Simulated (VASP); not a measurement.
Input of a VASP 6.6.1 run:

The input INCAR:

```
SYSTEM = CsAs
  PREC = Accurate
  ENCUT = 520
  EDIFF = 1E-7
  ISMEAR = 0
  SIGMA = 0.1
  LREAL = .FALSE.
  LASPH = .TRUE.
  NELM = 100
  ALGO = Normal
  ISIF = 2
  LWAVE = .FALSE.
  LCHARG = .FALSE.
  GGA = PE
  NBANDS = 14
```

The input KPOINTS:

```
Automatic mesh
0
G
  14 14 14
  0 0 0
```

File POSCAR:

```
CsAs
1.0
    4.2949375854      0.0000000000      0.0000000000
    0.0000000000      4.2949375854      0.0000000000
    0.0000000000      0.0000000000      4.2949375854
Cs As
1 1
Direct
    0.0000000000      0.0000000000      0.0000000000
    0.5000000000      0.5000000000      0.5000000000
```

Potentials or basis: VASP PAW PBE potentials, release 64 (Cs_sv, As).

Launch:

```sh
$ cat potpaw_PBE.64/Cs_sv/POTCAR potpaw_PBE.64/As/POTCAR > POTCAR
$ mpirun -np 1 vasp_std > vasp.out
```

Problem. Predict the pressure.

Solution. 0.1 GPa.

Problem. What does it give for the band gap on the k mesh?

Solution. Zero (band 7 reaches 1.96 eV, above the bottom of band 8 at -0.10 eV).

Caveat: spin-orbit coupling is left out, which moves the levels of the heavy elements.
